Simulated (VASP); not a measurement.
A run of VASP 6.6.1:

Contents of INCAR:

```
PREC = Accurate
ENCUT = 600
EDIFF = 1E-6
ISMEAR = -1
SIGMA = 0.05
LREAL = False
LASPH = True
NELM = 100
ALGO = Normal
ISIF = 3
LWAVE = False
LCHARG = False
GGA = PE
IBRION = 2
NSW = 80
EDIFFG = -0.005
```

KPOINTS

```
regular mesh
0
Gamma
  9 9 9
```

The input POSCAR:

```
CuO
1.0
    0.0000000000      2.1165600000      2.1165600000
    2.1165600000      0.0000000000      2.1165600000
    2.1165600000      2.1165600000      0.0000000000
Cu O
1 1
Direct
    0.0294977200      0.0281008700      0.9080259900
    0.4705022800      0.4718991300      0.5919740100
```

Potentials or basis: VASP PAW PBE potentials, release 64 (Cu, O).

Command:

```bash
$ cat potpaw_PBE.64/Cu/POTCAR potpaw_PBE.64/O/POTCAR > POTCAR
$ mpirun -np 1 vasp_std > vasp.out
```

Hardware: 1 thread of Intel(R) Xeon(R) Platinum 8259CL CPU @ 2.50GHz (Skylake/Cascade Lake), with other jobs on the host.

Question: Estimate the wall time of this run.

Answer: It took 13 min on 1 thread of Intel(R) Xeon(R) Platinum 8259CL CPU @ 2.50GHz (Skylake/Cascade Lake), on a shared host, peak memory 0.26 GiB. Counts: scf iterations 164, k points 365, ion steps 23.
